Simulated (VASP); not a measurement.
# HgTe (Coloradoite) (F-43m) in VASP: further runs

The runs below take HgTe (Coloradoite) through single point, with PBE.

All numbers are computed with VASP 6.6.1; they aren't measurements. Logs are shortened: lines on timing, memory, paths and dates and some standing lists are left out, and cuts for length are marked.

### Step 1. The cell of the first run

The structure is cubic, space group F-43m (No. 216). The conventional cell has a = 6.429 Å, b = 6.429 Å, c = 6.429 Å, α = 90.00°, β = 90.00°, γ = 90.00°. Hg (site symmetry -43m) has 4 Te at 2.78 Å within 3.7 Å. Within 3.7 Å of Te (site symmetry -43m) lie 4 Hg at 2.78 Å.

### Step 2. Single point, PBE

File INCAR:

```
  PREC = Accurate
  ENCUT = 520
  EDIFF = 1E-6
  ISMEAR = 0
  SIGMA = 0.022
  LREAL = F
  LASPH = T
  NELM = 60
  ALGO = Normal
  ISIF = 2
  LWAVE = F
  LCHARG = F
  GGA = PE
  NBANDS = 16
```

File KPOINTS:

```
Automatic mesh
0
Gamma
  7 7 7
```

File POSCAR:

```
HgTe
1.0
    0.0000000000      3.2145000000      3.2145000000
    3.2145000000      0.0000000000      3.2145000000
    3.2145000000      3.2145000000      0.0000000000
Hg Te
1 1
Direct
    0.0000000000      0.0000000000      0.0000000000
    0.7500000000      0.7500000000      0.7500000000
```

Potentials or basis: VASP PAW PBE potentials, release 64 (Hg, Te).

The run is started by

```bash
$ cat potpaw_PBE.64/Hg/POTCAR potpaw_PBE.64/Te/POTCAR > POTCAR
$ mpirun -np 1 vasp_std > vasp.out
```

OUTCAR:

```text
PREC = Accurate
   ENCUT = 520
   EDIFF = 1E-6
   ISMEAR = 0
   LREAL = F
   LASPH = T
   NELM = 60
   ISIF = 2
   GGA = PE

 ion  position               nearest neighbor table
   1  0.000  0.000  0.000-   2 2.78   2 2.78   2 2.78   2 2.78
   2  0.750  0.750  0.750-   1 2.78   1 2.78   1 2.78   1 2.78

  LATTYP: Found a face centered cubic cell.
 ALAT       =     6.4290000000

  Lattice vectors:

 A1 = (   0.0000000000,   3.2145000000,   3.2145000000)
 A2 = (   3.2145000000,   0.0000000000,   3.2145000000)
 A3 = (   3.2145000000,   3.2145000000,   0.0000000000)

Analysis of symmetry for initial positions (statically):
=====================================================================
 Subroutine PRICEL returns:
 Original cell was already a primitive cell.

 Routine SETGRP: Setting up the symmetry group for a
 face centered cubic supercell.

 Subroutine GETGRP returns: Found 24 space group operations
 (whereof 24 operations were pure point group operations)
 out of a pool of 48 trial point group operations.

The static configuration has the point symmetry T_d .

Analysis of symmetry for dynamics (positions and initial velocities):
=====================================================================
 Subroutine PRICEL returns:
 Original cell was already a primitive cell.

 Routine SETGRP: Setting up the symmetry group for a
 face centered cubic supercell.

 Subroutine GETGRP returns: Found 24 space group operations
 (whereof 24 operations were pure point group operations)
 out of a pool of 48 trial point group operations.

The dynamic configuration has the point symmetry T_d .

 Subroutine INISYM returns: Found 24 space group operations
 (whereof 24 operations are pure point group operations),
 and found     1 'primitive' translations

----------------------------------------------------------------------------------------

                                     Primitive cell

  volume of cell :      66.4309

  direct lattice vectors                    reciprocal lattice vectors
     0.000000000  3.214500000  3.214500000    -0.155545186  0.155545186  0.155545186
     3.214500000  0.000000000  3.214500000     0.155545186 -0.155545186  0.155545186
     3.214500000  3.214500000  0.000000000     0.155545186  0.155545186 -0.155545186

  length of vectors
     4.545989496  4.545989496  4.545989496     0.269412165  0.269412165  0.269412165

  position of ions in fractional coordinates (direct lattice)
     0.000000000  0.000000000  0.000000000
[... 73 lines left out ...]
   EDIFF  = 0.1E-05   stopping-criterion for ELM
   LREAL  =      F    real-space projection
   EDIFFG = 0.1E-04   stopping-criterion for IOM
   NSW    =      0    number of steps for IOM
   IBRION =     -1    ionic relax: 0-MD 1-quasi-New 2-CG
   NFREE  =      0    steps in history (QN), initial steepest desc. (CG)
   ISIF   =      2    stress and relaxation
   ISYM   =      2    0-nonsym 1-usesym 2-fastsym
   POTIM  = 0.5000    time-step for ionic-motion
   TEBEG  =    0.0;   TEEND  =   0.0 temperature during run
   PSTRESS=    0.0 pullay stress
   NELECT =      18.0000    total number of electrons
   NUPDOWN=      -1.0000    fix difference up-down
   EMIN   =  10.00;   EMAX   =-10.00  energy-range for DOS
   EFERMI =   0.00;   METHOD = LEGACY
   ISMEAR =     0;   SIGMA  =   0.02  broadening in eV -4-tet -1-fermi 0-gaus
   EFERMI_NEDOS =   21; number of points for ismear=-14 and -15
   IALGO  =     38    algorithm
   IMIX   =      4    mixing-type and parameters
     AMIX     =   0.40;   BMIX     =  1.00
     AMIX_MAG =   1.60;   BMIX_MAG =  1.00
  volume/ion in A,a.u.               =      33.22       224.15
  Fermi-wavevector in a.u.,A,eV,Ry     =   1.059357  2.001894 15.268958  1.122237
  Thomas-Fermi vector in A             =   2.194699
   LORBIT       =      0    0 simple, 1 ext, 2 COOP (PROOUT), +10 PAW based schemes
   GGA     = PE    functional components
   LHFCALC =     F    Hartree Fock is set to
   AEXX    =    0.0000 exact exchange contribution
   IVDW    =     0    specifies the selected vdW correction
   LEPSILON=     F    determine dielectric tensor
   LRPA    =     F    only Hartree local field effects (RPA)
 non-spin polarized calculation
 Gauss-broadening in eV      SIGMA  =   0.02
  energy-cutoff  :      520.00
  volume of cell :       66.43
 maximum number of plane-waves:      1808
 NGX is ok and might be reduce to    36
   NGX = 17   NGY = 17   NGZ = 17

 number of electron      18.0000000 magnetization

 Free energy of the ion-electron system (eV)
  ---------------------------------------------------
  ext. energy  EPLUGINS =         0.00000000
  ---------------------------------------------------
  free energy    TOTEN  =        -3.55128389 eV

  energy without entropy =       -3.55118495  energy(sigma->0) =       -3.55123442

 E-fermi :   3.2815     XC(G=0):  -8.8172

 val. band max:        3.2747844708   @ k =   0.0000   0.0000   0.0000
 cond. band min:       4.0012275561   @ k =   0.4286   0.0000   0.0000
 fundamental gap:      0.7264430853
 Fermi energy:         3.2814849946

 k-point     1 :       0.0000    0.0000    0.0000
  band No.  band energies     occupation
      1      -8.8315      2.00000
      2      -4.1788      2.00000
      3      -4.1788      2.00000
      4      -4.1788      2.00000
      5      -3.6291      2.00000
      6      -3.6291      2.00000
[... 357 lines left out ...]
      3      -3.9073      2.00000
      4      -3.6998      2.00000
      5      -3.6429      2.00000
      6      -3.0517      2.00000
[... 8 lines left out ...]
     15      13.3842      0.00000
     16      15.1675      0.00000

------------------------ aborting loop because EDIFF is reached ----------------------------------------

  FORCE on cell =-STRESS in cart. coord.  units (eV):
  Direction    XX          YY          ZZ          XY          YZ          ZX
  --------------------------------------------------------------------------------------
  -------------------------------------------------------------------------------------
  Total        1.9214351      1.9214351      1.9214351     -0.0000000     -0.0000000      0.0000000
  in kB       46.3410655     46.3410655     46.3410655     -0.0000000     -0.0000000      0.0000000
  external PRESSURE =      46.3410655 kB  Pullay stress =       0.0000000 kB

 VOLUME and BASIS-vectors are now :
 -----------------------------------------------------------------------------
  energy-cutoff  :      520.00
  volume of cell :       66.43
      direct lattice vectors                 reciprocal lattice vectors
     0.000000000  3.214500000  3.214500000    -0.155545186  0.155545186  0.155545186
     3.214500000  0.000000000  3.214500000     0.155545186 -0.155545186  0.155545186
     3.214500000  3.214500000  0.000000000     0.155545186  0.155545186 -0.155545186

 POSITION                                       TOTAL-FORCE (eV/Angst)
 -----------------------------------------------------------------------------------
      0.00000      0.00000      0.00000         0.000000      0.000000     -0.000000
      4.82175      4.82175      4.82175        -0.000000     -0.000000      0.000000
 -----------------------------------------------------------------------------------
    total drift:                                0.000000      0.000000      0.000000

  FREE ENERGIE OF THE ION-ELECTRON SYSTEM (eV)
  ---------------------------------------------------
  free  energy   TOTEN  =        -3.5512838949 eV

  energy  without entropy=       -3.5511849511  energy(sigma->0) =       -3.55123442
```

stdout:

```text
POSCAR found type information on POSCAR HgTe
 POSCAR found :  2 types and       2 ions
 scaLAPACK will be used
 LDA part: xc-table for (Slater+PW92), standard interpolation
 POSCAR, INCAR and KPOINTS ok, starting setup
 FFT: planning ... GRIDC
 FFT: planning ... GRID_SOFT
 FFT: planning ... GRID
 WAVECAR not read
 entering main loop
```

Run time: 53 s. Hardware: 1 thread of AMD EPYC 7R13, shared host; peak memory 0.18 GiB.

Results:

| Quantity | Value |
| --- | --- |
| Free energy | -3.5513 eV |
| Pressure | 4.6 GPa |
| Band gap on the k mesh | zero (filled and empty bands touch) |

Caveat: spin-orbit coupling is left out, which moves the levels of the heavy elements.

### Step 3. Single point, PBE

File INCAR:

```
SYSTEM = HgTe
ALGO = Normal
EDIFF = 1E-7
ENCUT = 520
GGA = PE
ISIF = 2
ISMEAR = 0
LASPH = .TRUE.
LCHARG = .TRUE.
LELF = .TRUE.
LREAL = .FALSE.
LVHAR = .TRUE.
LWAVE = .FALSE.
NBANDS = 16
NELM = 60
PREC = Accurate
SIGMA = 0.023
```

File KPOINTS:

```
k-points
0
G
  7 7 7
  0 0 0
```

POSCAR is that of step 2.

Potentials or basis: VASP PAW PBE potentials, release 64 (Hg, Te).

The run is started by

```bash
$ cat potpaw_PBE.64/Hg/POTCAR potpaw_PBE.64/Te/POTCAR > POTCAR
$ mpirun -np 1 vasp_std > vasp.out
```

Run time: 67 s. Hardware: 1 thread of AMD EPYC 7R13, shared host; peak memory 0.18 GiB.

The run converged. Its results:

```
Free energy            : -3.5513 eV
Pressure               : 4.6 GPa
Band gap on the k mesh : zero (filled and empty bands touch)
```

Levels at points of the mesh, in eV from the Fermi level:
```tsv
k point	band 7	band 8	band 9	band 10	band 11	band 12
(0.00, 0.00, 0.00)	-0.69	-0.01	-0.01	-0.01	4.19	4.19
```

Caveat: spin-orbit coupling is left out, which moves the levels of the heavy elements.

### Step 4. Single point, PBE

File INCAR:

```
SYSTEM = HgTe
ALGO = Normal ; EDIFF = 1E-7
ENCUT = 520 ; GGA = PE
ISIF = 2 ; ISMEAR = 0
LASPH = .True. ; LCHARG = .True.
LELF = .True. ; LREAL = .False.
LVHAR = .True. ; LWAVE = .False.
NBANDS = 16 ; NELM = 80
PREC = Accurate ; SIGMA = 0.024
```

File KPOINTS:

```
k-points
0
Gamma
  7 7 7
  0 0 0
```

POSCAR is that of step 3.

The run is started by

```bash
$ cat potpaw_PBE.64/Hg/POTCAR potpaw_PBE.64/Te/POTCAR > POTCAR
$ mpirun -np 1 vasp_std > vasp.out
```

Run time: 68 s. Hardware: 1 thread of AMD EPYC 7R13, shared host; peak memory 0.18 GiB.

Results (log left out):

```
Free energy            : -3.5513 eV
Pressure               : 4.6 GPa
Band gap on the k mesh : zero (filled and empty bands touch)
```

Levels at points of the mesh, in eV from the Fermi level:
```
           k point  band 6  band 7  band 8  band 9  band 10  band 11  band 12  band 13
(0.00, 0.00, 0.00)   -6.91   -0.69   -0.01   -0.01    -0.01     4.19     4.19     4.19
```

Caveat: spin-orbit coupling is left out, which moves the levels of the heavy elements.

### Step 5. The runs side by side

| smearing | gap on the mesh (eV) | pressure (GPa) |
| --- | --- | --- |
| gaussian 0.022 eV | none | 4.6 |
| gaussian 0.023 eV | none | 4.6 |
| gaussian 0.024 eV | none | 4.6 |

Alike in all rows: task single point; level PBE; potentials or basis VASP PAW PBE potentials, release 64 (Hg, Te); no spin polarisation; cell as given; k mesh 7 × 7 × 7; cutoff (eV) 520.

Every run on the cell as given and a fine mesh finds a metal.

Caveats: spin-orbit coupling is left out, which moves the levels of the heavy elements.

Total energies depend on the potentials used, so only differences within one code and one set of settings carry meaning.
